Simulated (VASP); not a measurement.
Here is a VASP 6.6.1 calculation.

File POSCAR:

```
Sr2SeO
1.0
    4.1315931192      0.0000000000      0.0000000000
    0.0000000000      4.1315931192      0.0000000000
    0.0000000000      0.0000000000      5.8507435020
O Sr Se
1 2 1
Direct
    0.0000000000      0.0000000000      0.0000000000
    0.0000000000      0.0000000000      0.5000000000
    0.5000000000      0.5000000000      0.0000000000
    0.5000000000      0.5000000000      0.5000000000
```

File INCAR.step1:

```
SYSTEM = Sr2SeO
  ALGO = Normal
  EDIFF = 1E-4
  ENCUT = 520
  GGA = PE
  ISMEAR = 0
  LASPH = .TRUE.
  LCHARG = .FALSE.
  LREAL = .FALSE.
  LWAVE = .TRUE.
  NBANDS = 24
  NELM = 60
  PREC = Accurate
  SIGMA = 0.01
```

Contents of INCAR.step2:

```
SYSTEM = Sr2SeO
  ALGO = Normal
  EDIFF = 1E-6
  ENCUT = 520
  ISIF = 2
  ISMEAR = 0
  ISTART = 1
  LASPH = .TRUE.
  LCHARG = .FALSE.
  LMIXTAU = .TRUE.
  LREAL = .FALSE.
  LWAVE = .FALSE.
  METAGGA = R2SCAN
  NBANDS = 24
  NELM = 60
  PREC = Accurate
  SIGMA = 0.01
```

KPOINTS

```
k-points
0
G
  6 6 4
  0 0 0
```

Potentials or basis: VASP PAW PBE potentials, release 64 (O, Sr_sv, Se).

The run is started by

```sh
$ cat potpaw_PBE.64/O/POTCAR potpaw_PBE.64/Sr_sv/POTCAR potpaw_PBE.64/Se/POTCAR > POTCAR
$ cp INCAR.step1 INCAR
$ mpirun -np 1 vasp_std > vasp.out
$ cp INCAR.step2 INCAR
$ mpirun -np 1 vasp_std > vasp.out
```

Problem. What does it give for the pressure?

Solution. 0.2 GPa.

Problem. Predict the band gap on the k mesh.

Solution. 2.39 eV, direct.

Caveat: the PAW data sets were made with another functional, which shifts forces and pressure a little. A k mesh can miss the band edges.
